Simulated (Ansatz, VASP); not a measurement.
**C: VASP beside Ansatz**

File INCAR:

```
SYSTEM = C
PREC = Accurate
ENCUT = 600
EDIFF = 1E-6
ISMEAR = 0
SIGMA = 0.15
LREAL = .False.
LASPH = .True.
NELM = 120
ALGO = Normal
ISIF = 2
LWAVE = .False.
LCHARG = .False.
GGA = PS
IVDW = 12
NBANDS = 16
GGA_COMPAT = .False.
```

File KPOINTS:

```
Automatic mesh
0
Gamma
  18 12 10
  0 0 0
```

File POSCAR:

```
C
1.0
   -2.4576582504      0.0000000000      0.0000000000
    0.0000000000      0.0000000000     -3.5294825081
    0.0000000000     -4.2567889574      0.0000000000
C
4
Direct
    0.5000000000      0.0000000000      0.1666666667
    0.0000000000      0.0000000000      0.6596191010
    0.0000000000      0.0000000000      0.3333333333
    0.5000000000      0.0000000000      0.8403808990
```

Input for Ansatz:

```yaml
crystal:
  lattice:
    - [-2.4576582504, 0.0, 0.0]
    - [0.0, 0.0, -3.5294825081]
    - [0.0, -4.2567889574, 0.0]
  atoms:
    - { symbol: C, position: [0.5, 0.0, 0.1666666667] }
    - { symbol: C, position: [0.0, 0.0, 0.659619101] }
    - { symbol: C, position: [0.0, 0.0, 0.3333333333] }
    - { symbol: C, position: [0.5, 0.0, 0.840380899] }
basis:
  ecutwfc: 520.0
kpoints:
  mp_grid: { grid: [18, 12, 10] }
hamiltonian:
  xc: pbesol
  pseudopotentials: { kind: paw, azcp: { folder: soft_1 } }
  dispersion: d3bj
scf:
  occupations: { method: gaussian, width: 0.15 }
output:
  forces: true
  stress: true
  eigenvalues: true
```

Change from the starting cell: mode 8 frozen in at -0.015 Å and mode 12 at +0.015 Å (largest displacements).

Alike in both runs: task single point; functional PBEsol; dispersion D3(BJ); k mesh 18 × 12 × 10; occupations gaussian, width 0.15 eV; no spin polarisation.

|  | VASP | Ansatz |
| --- | --- | --- |
| version | VASP 6.6.1 | Ansatz 0.2.0 |
| potentials or method | VASP PAW PBE potentials, release 64 (C), cutoff 600 eV | scalar-relativistic, plane waves, PAW |
| valence electrons in the cell | 16 | 16 |

```tsv
	VASP	Ansatz	Ansatz less VASP
gap on the k mesh at the Fermi level (eV)	none	none	-
pressure (GPa)	0.9	0.6	-0.30
traceless stress, the component that is largest in VASP (GPa)	3.86	3.50	-0.353
rms of the force components (eV/Å)	1.198	1.195	-0.0030
```

VASP's potentials were made for PBE, not for PBEsol, and Ansatz warns of the same on its side. Atom by atom the forces differ by 0.003 eV/Å (rms over components). A gap of «none» marks a metal or a gap that the smearing closes.
